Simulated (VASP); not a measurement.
A run of VASP 6.6.1 is set up as follows.

The input POSCAR:

```
Ru
1.0
    2.6999990271      0.0000000000      0.0000000000
   -1.3499995136      2.3382677476      0.0000000000
    0.0000000000      0.0000000000      4.2767984589
Ru
2
Direct
    0.3333333333      0.6666666667      0.7500000000
    0.6666666667      0.3333333333      0.2500000000
```

Contents of INCAR.step1:

```
SYSTEM = Ru
  PREC = Accurate
  ENCUT = 520
  ISMEAR = 0
  SIGMA = 0.05
  LREAL = .FALSE.
  LASPH = .TRUE.
  NELM = 60
  NBANDS = 21
  GGA = PE
  ALGO = Normal
  EDIFF = 1E-4
  LWAVE = .TRUE.
  LCHARG = .FALSE.
```

Contents of INCAR.step2:

```
SYSTEM = Ru
  PREC = Accurate
  ENCUT = 520
  EDIFF = 1E-6
  ISMEAR = 0
  SIGMA = 0.05
  LREAL = .FALSE.
  LASPH = .TRUE.
  NELM = 60
  ALGO = Normal
  ISIF = 2
  LWAVE = .FALSE.
  LCHARG = .TRUE.
  METAGGA = R2SCAN
  LMIXTAU = .TRUE.
  LELF = .TRUE.
  LVHAR = .TRUE.
  NBANDS = 21
  ISTART = 1
```

The input KPOINTS:

```
regular mesh
0
G
  14 14 8
  0 0 0
```

Potentials or basis: VASP PAW PBE potentials, release 64 (Ru_pv).

The run is started by

```bash
$ cat potpaw_PBE.64/Ru_pv/POTCAR > POTCAR
$ cp INCAR.step1 INCAR
$ mpirun -np 1 vasp_std > vasp.out
$ cp INCAR.step2 INCAR
$ mpirun -np 1 vasp_std > vasp.out
```

(1) What does it give for the pressure?

(2) What does it give for the band gap on the k mesh?

## Answers

(1) 1.3 GPa.

(2) zero (bands 14 and 15 overlap by 3.30 eV).

Caveat: an empty level that is flat over the whole mesh can mark a ghost state of the potentials, or a narrow d or f band; the PAW data sets were made with another functional, which shifts forces and pressure a little.
